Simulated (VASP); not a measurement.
Runs of VASP 6.6.1 on LiTlSe2. The structure is that of space group P-4m2 (No. 115), or close to it. The cells are those of the table. 

```csv
cell,gap on the mesh (eV),pressure (GPa),largest force (eV/Å)
"a = 4.264, b = 4.264, c = 5.980 Å, 4 atoms",0.71,0.0,0.01
"a = 4.348, b = 4.348, c = 6.098 Å, 4 atoms",0.59,(c),0.21
"a = 4.306, b = 4.306, c = 6.039 Å, 4 atoms",(b),-1.2,0.11
"a = 4.221, b = 4.221, c = 5.920 Å, 4 atoms",0.78,(a),0.15
```

Alike in all rows: task single point; level r2SCAN; potentials or basis VASP PAW PBE potentials, release 64 (Li_sv, Se, Tl_d); no spin polarisation; k mesh 6 × 6 × 4; cutoff (eV) 830; smearing gaussian 0.01 eV.

Task: Fill in the values left out.

Result: (a) 1.3; (b) 0.65; (c) -2.1.

Caveats: the PAW data sets were made with another functional, which shifts forces and pressure a little; spin-orbit coupling is left out, which moves the levels of the heavy elements.

A k mesh can miss the band edges, and the runs leave out spin-orbit coupling on Se, Tl.
